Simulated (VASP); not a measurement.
LiFeN, 3 atoms in the cell. Symmetry: P-6m2, No. 187, hexagonal system. The conventional cell has a = 3.039 Å, b = 3.039 Å, c = 4.316 Å, α = 90.00°, β = 90.00°, γ = 120.00°. Li (site symmetry -6m2) has 2 N at 2.16 Å and 6 Fe at 2.78 Å within 2.9 Å. Fe (site symmetry -6m2) has 3 N at 1.75 Å within 2.3 Å. Within 2.3 Å of N (site symmetry -6m2) lie 3 Fe at 1.75 Å and 2 Li at 2.16 Å. 

| Quantity | Value |
| --- | --- |
| Program | VASP 6.6.1 |
| Task | single point |
| Functional | LDA |
| Potentials or basis | VASP PAW LDA potentials, release 64 (Li_sv, Fe, N) |
| Cutoff | 520 eV |
| k mesh | 13 × 13 × 8 |
| Occupations | fermi-dirac, width 0.05 eV |
| Spin | collinear spin, ferromagnetic start |
| Starting moments | [0.0, 2.4, 0.0] μB |
| Hubbard terms | Fe d U = 3.5 eV |
| Dipole correction | no |
| Further INCAR settings | ALGO = Normal; EDIFF = 1e-06; NBANDS = 19 |

Potentials or basis: VASP PAW LDA potentials, release 64 (Li_sv, Fe, N).

Command:

```sh
$ cat potpaw_LDA.64/Li_sv/POTCAR potpaw_LDA.64/Fe/POTCAR potpaw_LDA.64/N/POTCAR > POTCAR
$ mpirun -np 1 vasp_std > vasp.out
```

Hardware: 1 thread of Oxide Virtual Turin-like Processor (shared host).

Problem. Estimate the wall time of this run.

Solution. It took 96 s on 1 thread of Oxide Virtual Turin-like Processor, on a shared host, peak memory 0.19 GiB. Counts: scf iterations 18, k points 105.
